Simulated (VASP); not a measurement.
Cd3HgSe4: relaxation of cell and atoms with PBE

Crystal: Cd3HgSe4.

```
Cd Hg Se
1.0
    -2.98164    2.98164    5.96328
     2.98164   -2.98164    5.96328
     2.98164    2.98164   -5.96328
Cd Hg Se
3 1 4
Direct
  0.50000 0.50000 0.00000
  0.25000 0.75000 0.50000
  0.75000 0.25000 0.50000
  0.00000 0.00000 0.00000
  0.87500 0.87500 0.50000
  0.37500 0.37500 0.50000
  0.12500 0.62500 0.00000
  0.62500 0.12500 0.00000
```

```json
{
 "Program": "VASP 6.6.1",
 "Task": "relaxation of cell and atoms",
 "Functional": "PBE",
 "Potentials or basis": "VASP PAW PBE potentials, release 64 (Cd, Hg, Se)",
 "Cutoff": "600 eV",
 "k mesh": "4 × 4 × 4",
 "Occupations": "gaussian, width 0.1 eV",
 "Spin": "no spin polarisation",
 "Dipole correction": "no",
 "Further INCAR settings": "ALGO = Normal; EDIFF = 1e-06; IBRION = 2; EDIFFG = -0.04; NSW = 90; ISIF = 3"
}
```

```json
{"Relaxed volume": "30.17 Å³/atom", "Relaxed cell": "a = 7.626 Å, b = 7.626 Å, c = 7.626 Å, α = 131.82°, β = 131.82°, γ = 70.52°", "Space group after relaxing (to 0.1 Å)": "I-42m (No. 121)", "Energy gained by relaxing": "76.9 meV/atom", "Ionic steps": "6", "Pressure after relaxing": "-0.1 GPa", "Largest force after relaxing": "0.004 eV/Å", "Band gap on the k mesh": "0.09 eV"}
```

Forces on the atoms (eV/Å):
```
Cd   0.000  0.000  0.000
Cd   0.000  0.000  0.000
Cd   0.000  0.000  0.000
Hg   0.000  0.000  0.000
Se  -0.002 -0.002 -0.003
Se   0.002  0.002 -0.003
Se  -0.002  0.002  0.003
Se   0.002 -0.002  0.003
```

Step by step:
| step | energy change (eV) | largest force (eV/Å) | pressure (GPa) | volume (Å³) |
| --- | --- | --- | --- | --- |
| 1 | 0.0000 | 0.2093 | 7.65 | 212.06 |
| 2 | -0.5361 | 0.0555 | -1.94 | 253.30 |
| 3 | -0.6135 | 0.0823 | 0.02 | 240.85 |
| 4 | -0.6135 | 0.0807 | -0.09 | 241.45 |
| 5 | -0.6145 | 0.0544 | -0.08 | 241.41 |
| 6 | -0.6154 | 0.0042 | -0.06 | 241.33 |

Final structure:
```
Cd Hg Se
1.0
    -3.11279    3.11279    6.22653
     3.11279   -3.11279    6.22653
     3.11279    3.11279   -6.22653
Cd Hg Se
3 1 4
Cartesian
  0.0000 0.0000 6.2265
  3.1128 0.0000 3.1133
  0.0000 3.1128 3.1133
  3.1128 -3.1128 6.2265
  1.5451 1.5451 7.7946
  1.5676 1.5676 1.5681
  1.5451 -1.5451 4.6584
  -1.5451 1.5451 4.6584
```

Levels at points of the mesh, in eV from the valence-band top:
```tsv
k point	band 33	band 34	band 35	band 36	band 37	band 38	band 39	band 40
(0.00, 0.00, 0.00)	-1.72	0.00	0.00	0.00	0.09	3.24	3.28	4.33
(0.50, 0.00, 0.00)	-1.28	-1.25	-0.78	-0.65	2.62	3.14	3.87	4.10
(0.50, 0.50, 0.00)	-0.74	-0.67	-0.63	-0.61	1.64	2.23	3.21	3.45
(0.50, 0.50, 0.50)	-1.03	-1.03	-0.87	-0.87	2.45	3.00	3.24	3.24
```

Run time: 24 min on 1 thread of Intel Xeon 8259CL, with other jobs on the host, peak memory 0.63 GiB.

Caveat: spin-orbit coupling is left out, which moves the levels of the heavy elements.
